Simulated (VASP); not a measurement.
# Si (P6_3/mmc) in VASP: notebook

Runs on Si. Level: PBE. Tasks: single point.

Program: VASP 6.6.1. These are calculated values, not measurements. Logs are shortened: lines on timing, memory, paths and dates and some standing lists are left out, and cuts for length are marked.

### 1 The cell of the first run

The structure is hexagonal, space group P6_3/mmc (No. 194). The conventional cell has a = 3.820 Å, b = 3.820 Å, c = 6.320 Å, α = 90.00°, β = 90.00°, γ = 120.00°. Si (site symmetry 3m) has 4 Si at 2.34 to 2.36 Å within 3.1 Å.

### 2 Single point, PBE

INCAR

```
PREC = Accurate ; ENCUT = 520
EDIFF = 1E-6 ; ISMEAR = 0
SIGMA = 0.1 ; LREAL = F
LASPH = T ; NELM = 60
ALGO = Normal ; ISIF = 2
LWAVE = F ; LCHARG = F
GGA = PE ; NBANDS = 16
```

KPOINTS

```
Automatic mesh
0
Gamma
  6 6 4
```

POSCAR

```
Si
1.0
    3.8200000000      0.0000000000      0.0000000000
   -1.9100000000      3.3082170425      0.0000000000
    0.0000000000      0.0000000000      6.3200000000
Si
4
Direct
    0.3333333333      0.6666666667      0.0000000000
    0.6666666667      0.3333333333      0.5000000000
    0.3333333333      0.6666666667      0.3740000000
    0.6666666667      0.3333333333      0.8740000000
```

Potentials or basis: VASP PAW PBE potentials, release 64 (Si).

Started as:

```console
$ cat potpaw_PBE.64/Si/POTCAR > POTCAR
$ mpirun -np 1 vasp_std > vasp.out
```

OUTCAR:

```text
PREC = Accurate
   ENCUT = 520
   EDIFF = 1E-6
   ISMEAR = 0
   LREAL = F
   LASPH = T
   NELM = 60
   ISIF = 2
   GGA = PE

 ion  position               nearest neighbor table
   1  0.333  0.667  0.000-   4 2.34   4 2.34   4 2.34   3 2.36
   2  0.667  0.333  0.500-   3 2.34   3 2.34   3 2.34   4 2.36
   3  0.333  0.667  0.374-   2 2.34   2 2.34   2 2.34   1 2.36
   4  0.667  0.333  0.874-   1 2.34   1 2.34   1 2.34   2 2.36

  LATTYP: Found a hexagonal cell.
 ALAT       =     3.8200000000
 C/A-ratio  =     1.6544502618

  Lattice vectors:

 A1 = (   3.8200000000,   0.0000000000,   0.0000000000)
 A2 = (  -1.9100000000,   3.3082170425,   0.0000000000)
 A3 = (   0.0000000000,   0.0000000000,   6.3200000000)

Analysis of symmetry for initial positions (statically):
=====================================================================
 Subroutine PRICEL returns:
 Original cell was already a primitive cell.

 Routine SETGRP: Setting up the symmetry group for a
 hexagonal supercell.

 Subroutine GETGRP returns: Found 24 space group operations
 (whereof  6 operations were pure point group operations)
 out of a pool of 24 trial point group operations.

The static configuration has the point symmetry C_3v.
 The point group associated with its full space group is D_6h.

Analysis of symmetry for dynamics (positions and initial velocities):
=====================================================================
 Subroutine PRICEL returns:
 Original cell was already a primitive cell.

 Routine SETGRP: Setting up the symmetry group for a
 hexagonal supercell.

 Subroutine GETGRP returns: Found 24 space group operations
 (whereof  6 operations were pure point group operations)
 out of a pool of 24 trial point group operations.

The dynamic configuration has the point symmetry C_3v.
 The point group associated with its full space group is D_6h.

 Subroutine INISYM returns: Found 24 space group operations
 (whereof  6 operations are pure point group operations),
 and found     1 'primitive' translations

----------------------------------------------------------------------------------------

                                     Primitive cell

  volume of cell :      79.8683

  direct lattice vectors                    reciprocal lattice vectors
     3.820000000  0.000000000  0.000000000     0.261780105  0.151138814  0.000000000
    -1.910000000  3.308217042  0.000000000     0.000000000  0.302277628  0.000000000
     0.000000000  0.000000000  6.320000000     0.000000000  0.000000000  0.158227848

  length of vectors
     3.820000000  3.820000000  6.320000000     0.302277628  0.302277628  0.158227848

  position of ions in fractional coordinates (direct lattice)
     0.333333333  0.666666667  0.000000000
     0.666666667  0.333333333  0.500000000
     0.333333333  0.666666667  0.374000000
     0.666666667  0.333333333  0.874000000

  ion indices of the primitive-cell ions
   primitive index   ion index
                 1           1
                 2           2
                 3           3
                 4           4

----------------------------------------------------------------------------------------

 KPOINTS: Automatic mesh

Automatic generation of k-mesh.
 Grid dimensions read from file:
 generate k-points for:    6    6    4

 Generating k-lattice:

  Cartesian coordinates                     Fractional coordinates (reciprocal lattice)
     0.043630017  0.025189802  0.000000000     0.166666667  0.000000000  0.000000000
     0.000000000  0.050379605  0.000000000     0.000000000  0.166666667  0.000000000
     0.000000000  0.000000000  0.039556962     0.000000000  0.000000000  0.250000000

  Length of vectors
     0.050379605  0.050379605  0.039556962

  Shift w.r.t. Gamma in fractional coordinates (k-lattice)
     0.000000000  0.000000000  0.000000000

 Subroutine IBZKPT returns following result:
 ===========================================

 Found     21 irreducible k-points:

 Following reciprocal coordinates:
            Coordinates               Weight
  0.000000  0.000000  0.000000      1.000000
  0.166667  0.000000  0.000000      6.000000
  0.333333 -0.000000  0.000000      6.000000
  0.500000  0.000000  0.000000      3.000000
  0.166667  0.166667  0.000000      6.000000
  0.333333  0.166667  0.000000     12.000000
[... 13 lines left out ...]
  0.333333  0.166667  0.500000     12.000000
  0.333333  0.333333  0.500000      2.000000
   k-points           NKPTS =     21   k-points in BZ     NKDIM =     21   number of bands    NBANDS=     16
   number of dos      NEDOS =    301   number of ions     NIONS =      4
   total plane-waves  NPLWV =  37632
   dimension x,y,z NGX =    28 NGY =   28 NGZ =   48
   dimension x,y,z NGXF=    56 NGYF=   56 NGZF=   96
   ions per type =               4
   NGX,Y,Z   is equivalent  to a cutoff of  12.19, 12.19, 12.63 a.u.
   NGXF,Y,Z  is equivalent  to a cutoff of  24.37, 24.37, 25.25 a.u.
 SYSTEM =  unknown system
   PREC   = accura    normal or accurate (medium, high low for compatibility)
   ISTART =      0    job   : 0-new  1-cont  2-samecut
   ICHARG =      2    charge: 1-file 2-atom 10-const
   ISPIN  =      1    spin polarized calculation?
   LNONCOLLINEAR =      F non collinear calculations
   LSORBIT =      F    spin-orbit coupling
   LASPH  =      T    aspherical Exc in radial PAW
   ENCUT  =  520.0 eV  38.22 Ry    6.18 a.u.   7.10  7.10 11.75*2*pi/ulx,y,z
   NELM   =     60;   NELMIN=  2; NELMDL= -5     # of ELM steps
   EDIFF  = 0.1E-05   stopping-criterion for ELM
   LREAL  =      F    real-space projection
   EDIFFG = 0.1E-04   stopping-criterion for IOM
   NSW    =      0    number of steps for IOM
   IBRION =     -1    ionic relax: 0-MD 1-quasi-New 2-CG
   NFREE  =      0    steps in history (QN), initial steepest desc. (CG)
   ISIF   =      2    stress and relaxation
   ISYM   =      2    0-nonsym 1-usesym 2-fastsym
   POTIM  = 0.5000    time-step for ionic-motion
   TEBEG  =    0.0;   TEEND  =   0.0 temperature during run
   PSTRESS=    0.0 pullay stress
   NELECT =      16.0000    total number of electrons
   NUPDOWN=      -1.0000    fix difference up-down
   EMIN   =  10.00;   EMAX   =-10.00  energy-range for DOS
   EFERMI =   0.00;   METHOD = LEGACY
   ISMEAR =     0;   SIGMA  =   0.10  broadening in eV -4-tet -1-fermi 0-gaus
   EFERMI_NEDOS =   21; number of points for ismear=-14 and -15
   IALGO  =     38    algorithm
   IMIX   =      4    mixing-type and parameters
     AMIX     =   0.40;   BMIX     =  1.00
     AMIX_MAG =   1.60;   BMIX_MAG =  1.00
  volume/ion in A,a.u.               =      19.97       134.74
  Fermi-wavevector in a.u.,A,eV,Ry     =   0.957907  1.810182 12.484513  0.917586
  Thomas-Fermi vector in A             =   2.086967
   LORBIT       =      0    0 simple, 1 ext, 2 COOP (PROOUT), +10 PAW based schemes
   GGA     = PE    functional components
   LHFCALC =     F    Hartree Fock is set to
   AEXX    =    0.0000 exact exchange contribution
   IVDW    =     0    specifies the selected vdW correction
   LEPSILON=     F    determine dielectric tensor
   LRPA    =     F    only Hartree local field effects (RPA)
 non-spin polarized calculation
 Gauss-broadening in eV      SIGMA  =   0.10
  energy-cutoff  :      520.00
  volume of cell :       79.87
 maximum number of plane-waves:      2175
   NGX = 15   NGY = 15   NGZ = 23

 number of electron      15.9999999 magnetization

 Free energy of the ion-electron system (eV)
  ---------------------------------------------------
  ext. energy  EPLUGINS =         0.00000000
  ---------------------------------------------------
  free energy    TOTEN  =       -21.61724634 eV

  energy without entropy =      -21.61721374  energy(sigma->0) =      -21.61723004

 E-fermi :   6.3135     XC(G=0):  -9.4125

 val. band max:        6.1162273788   @ k =   0.0000   0.0000   0.0000
 cond. band min:       6.5198837332   @ k =   0.5000   0.0000   0.0000
 fundamental gap:      0.4036563544
 Fermi energy:         6.3135017539

 k-point     1 :       0.0000    0.0000    0.0000
  band No.  band energies     occupation
      1      -6.1338      2.00000
      2      -3.8366      2.00000
      3      -1.1374      2.00000
      4       4.5917      2.00000
      5       4.5917      2.00000
      6       5.7582      2.00000
[... 8 lines left out ...]
     15      10.2912      0.00000
     16      12.0364      0.00000

 k-point     2 :       0.1667    0.0000    0.0000
  band No.  band energies     occupation
      1      -5.8099      2.00000
      2      -3.5057      2.00000
      3      -0.9865      2.00000
      4       2.7069      2.00000
      5       4.0402      2.00000
      6       4.2679      2.00000
[... 8 lines left out ...]
     15      11.4314      0.00000
     16      11.7707      0.00000

 k-point     3 :       0.3333   -0.0000    0.0000
  band No.  band energies     occupation
      1      -4.8853      2.00000
      2      -2.5523      2.00000
      3      -1.2577      2.00000
      4       1.1749      2.00000
      5       1.7095      2.00000
      6       3.3176      2.00000
[... 8 lines left out ...]
     15      13.1324      0.00000
     16      13.2288      0.00000

 k-point     4 :       0.5000    0.0000    0.0000
  band No.  band energies     occupation
      1      -3.9301      2.00000
      2      -2.3523      2.00000
      3      -1.5349      2.00000
      4       0.1175      2.00000
      5       1.4209      2.00000
      6       3.0435      2.00000
[... 8 lines left out ...]
     15      12.5795      0.00000
     16      14.2729      0.00000
[... 267 lines left out ...]
 k-point    19 :       0.1667    0.1667    0.5000
  band No.  band energies     occupation
      1      -4.4001      2.00000
      2      -4.4001      2.00000
      3       0.8810      2.00000
      4       0.8810      2.00000
      5       3.2998      2.00000
      6       3.2998      2.00000
[... 8 lines left out ...]
     15      11.7058      0.00000
     16      11.7058      0.00000

 k-point    20 :       0.3333    0.1667    0.5000
  band No.  band energies     occupation
      1      -3.3351      2.00000
      2      -3.3351      2.00000
      3      -0.7599      2.00000
      4      -0.7599      2.00000
      5       2.4924      2.00000
      6       2.4924      2.00000
[... 8 lines left out ...]
     15      12.9062      0.00000
     16      12.9062      0.00000

 k-point    21 :       0.3333    0.3333    0.5000
  band No.  band energies     occupation
      1      -2.6619      2.00000
      2      -2.6619      2.00000
      3      -1.3290      2.00000
      4      -1.3290      2.00000
      5       1.5991      2.00000
      6       1.5991      2.00000
[... 8 lines left out ...]
     15      12.4085      0.00000
     16      12.4085      0.00000

------------------------ aborting loop because EDIFF is reached ----------------------------------------

  FORCE on cell =-STRESS in cart. coord.  units (eV):
  Direction    XX          YY          ZZ          XY          YZ          ZX
  --------------------------------------------------------------------------------------
  -------------------------------------------------------------------------------------
  Total        1.1553066      1.1553066      0.9400930      0.0000000      0.0000000      0.0000000
  in kB       23.1757279     23.1757279     18.8584924      0.0000000      0.0000000      0.0000000
  external PRESSURE =      21.7366494 kB  Pullay stress =       0.0000000 kB

 VOLUME and BASIS-vectors are now :
 -----------------------------------------------------------------------------
  energy-cutoff  :      520.00
  volume of cell :       79.87
      direct lattice vectors                 reciprocal lattice vectors
     3.820000000  0.000000000  0.000000000     0.261780105  0.151138814  0.000000000
    -1.910000000  3.308217042  0.000000000     0.000000000  0.302277628  0.000000000
     0.000000000  0.000000000  6.320000000     0.000000000  0.000000000  0.158227848

 POSITION                                       TOTAL-FORCE (eV/Angst)
 -----------------------------------------------------------------------------------
     -0.00000      2.20548      0.00000         0.000000      0.000000      0.000559
      1.91000      1.10274      3.16000        -0.000000     -0.000000      0.000559
     -0.00000      2.20548      2.36368         0.000000     -0.000000     -0.000559
      1.91000      1.10274      5.52368        -0.000000      0.000000     -0.000559
 -----------------------------------------------------------------------------------
    total drift:                               -0.000000      0.000000      0.000000

  FREE ENERGIE OF THE ION-ELECTRON SYSTEM (eV)
  ---------------------------------------------------
  free  energy   TOTEN  =       -21.6172463443 eV

  energy  without entropy=      -21.6172137408  energy(sigma->0) =      -21.61723004
```

Run time: 12 s. Hardware: 1 thread of Intel Xeon Platinum 8488C (Sapphire Rapids), shared host; peak memory 0.18 GiB.

Results:

```yaml
Free_energy: -21.6172 eV
Pressure: 2.2 GPa
Band_gap_on_the_k_mesh: 0.40 eV, indirect (least direct gap 1.06 eV)
```

Stress tensor (GPa, compression positive):
```
2.32 0.00 0.00
0.00 2.32 0.00
0.00 0.00 1.89
```

A k mesh can miss the band edges. As with any semilocal functional, this PBE gap is likely too small.

(Part 1 of 2 ends here.)
